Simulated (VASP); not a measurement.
Input of a VASP 6.6.1 run:

Contents of INCAR:

```
PREC = Accurate
ENCUT = 520
EDIFF = 1E-7
ISMEAR = 0
SIGMA = 0.15
LREAL = F
LASPH = T
NELM = 80
ALGO = Fast
ISIF = 2
LWAVE = F
LCHARG = F
NBANDS = 17
```

KPOINTS

```
Automatic mesh
0
Gamma
  18 18 10
```

Contents of POSCAR:

```
Pt
1.0
    2.6857160603      0.0000000000      0.0000000000
   -1.3428580301      2.3258983356      0.0000000000
    0.0000000000      0.0000000000      4.6385750967
Pt
2
Direct
    0.6490534533      0.3333333333      0.7500000000
    0.3509465467      0.6666666667      0.2500000000
```

Potentials or basis: VASP PAW LDA potentials, release 64 (Pt).

Command:

```bash
$ cat potpaw_LDA.64/Pt/POTCAR > POTCAR
$ mpirun -np 1 vasp_std > vasp.out
```

Estimate the largest force.

0.033 eV/Å.

Estimate the band gap on the k mesh.

zero (band 10 reaches 12.53 eV, above the bottom of band 11 at 11.06 eV).

Estimate the pressure.

9.2 GPa.

Forces on the atoms (eV/Å):
```
Pt   0.004 -0.033  0.000
Pt  -0.004  0.033  0.000
```

Caveat: spin-orbit coupling is left out, which moves the levels of the heavy elements.
